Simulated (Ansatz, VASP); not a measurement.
# Cu in VASP and in Ansatz

INCAR

```
SYSTEM = Cu
PREC = Accurate
ENCUT = 520
EDIFF = 1E-7
ISMEAR = 0
SIGMA = 0.15
LREAL = .False.
LASPH = .True.
NELM = 100
ALGO = Fast
ISIF = 2
LWAVE = .False.
LCHARG = .False.
GGA = PE
NBANDS = 12
```

Contents of KPOINTS:

```
regular mesh
0
Gamma
  24 24 24
  0 0 0
```

File POSCAR:

```
Cu
1.0
   -1.5036040095      1.5036040095      1.4682693152
    1.5036040095     -1.5036040095      1.4682693152
    1.5036040095      1.5036040095     -1.4682693152
Cu
1
Direct
    0.0000000000      0.0000000000      0.0000000000
```

Input for Ansatz:

```yaml
crystal:
  lattice:
    - [-1.5036040095, 1.5036040095, 1.4682693152]
    - [1.5036040095, -1.5036040095, 1.4682693152]
    - [1.5036040095, 1.5036040095, -1.4682693152]
  atoms:
    - { symbol: Cu, position: [0.0, 0.0, 0.0] }
basis:
  ecutwfc: 520.0
kpoints:
  mp_grid: { grid: [24, 24, 24] }
hamiltonian:
  xc: pbe
  pseudopotentials: { kind: paw, azcp: { folder: soft_1 } }
scf:
  occupations: { method: gaussian, width: 0.15 }
output:
  forces: true
  stress: true
  eigenvalues: true
```

Alike in both runs: task single point; functional PBE; k mesh 24 × 24 × 24; occupations gaussian, width 0.15 eV; no spin polarisation.

|  | VASP | Ansatz |
| --- | --- | --- |
| version | VASP 6.6.1 | Ansatz 0.2.0 |
| potentials or method | VASP PAW PBE potentials, release 64 (Cu), cutoff 520 eV | scalar-relativistic, plane waves, PAW |
| valence electrons in the cell | 11 | 19 |

```csv
,VASP,Ansatz,Ansatz less VASP
gap on the k mesh at the Fermi level (eV),none,none,-
pressure (GPa),-10.2,-10.9,-0.71
"traceless stress, the component that is largest in VASP (GPa)",-0.18,-0.17,+0.004
```

A gap of «none» marks a metal or a gap that the smearing closes. With one functional, cell and mesh, what is left measures potentials, basis and numerics. VASP's potentials hold 11 valence electrons a cell and Ansatz's 19, so a difference there can come from the potentials and not from the codes.
